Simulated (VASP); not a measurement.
Wanted: the native input for a VASP 6.6.1 run.

| Item | Value |
| --- | --- |
| Task | single point |
| Functional | PBEsol |
| Potentials or basis | VASP PAW PBE potentials, release 64 (Sb) |
| Cutoff | 520 eV |
| k mesh | 15 × 15 × 15 |
| Occupations | fermi-dirac, width 0.1 eV |
| Spin | no spin polarisation |
| Dipole correction | no |
| Further INCAR settings | ALGO = Normal; EDIFF = 1e-06; NBANDS = 8 |

The structure of Sb lies in POSCAR:

```
Sb
1.0
    0.0000000000      1.8067445500      1.8067445500
    1.8067445500      0.0000000000      1.8067445500
    1.8067445500      1.8067445500      0.0000000000
Sb
1
Direct
    0.0000000000      0.0000000000      0.0000000000
```

This cell differs from its parent crystal: volume scaled by 0.45.

These files were run (other wordings do the same):

INCAR

```
PREC = Accurate
ENCUT = 520
EDIFF = 1E-6
ISMEAR = -1
SIGMA = 0.1
LREAL = False
LASPH = True
NELM = 80
ALGO = Normal
ISIF = 2
LWAVE = False
LCHARG = False
GGA = PS
NBANDS = 8
```

KPOINTS

```
regular mesh
0
Gamma
  15 15 15
```

Potentials or basis: VASP PAW PBE potentials, release 64 (Sb).

The run is started by

```console
$ cat potpaw_PBE.64/Sb/POTCAR > POTCAR
$ mpirun -np 1 vasp_std > vasp.out
```

It gave:

The pressure is 351.2 GPa.

Caveat: the PAW data sets were made with another functional, which shifts forces and pressure a little.

It took 4.9 s on 1 thread of Intel(R) Xeon(R) 6975P-C (Granite Rapids), on a shared host, peak memory 0.12 GiB.
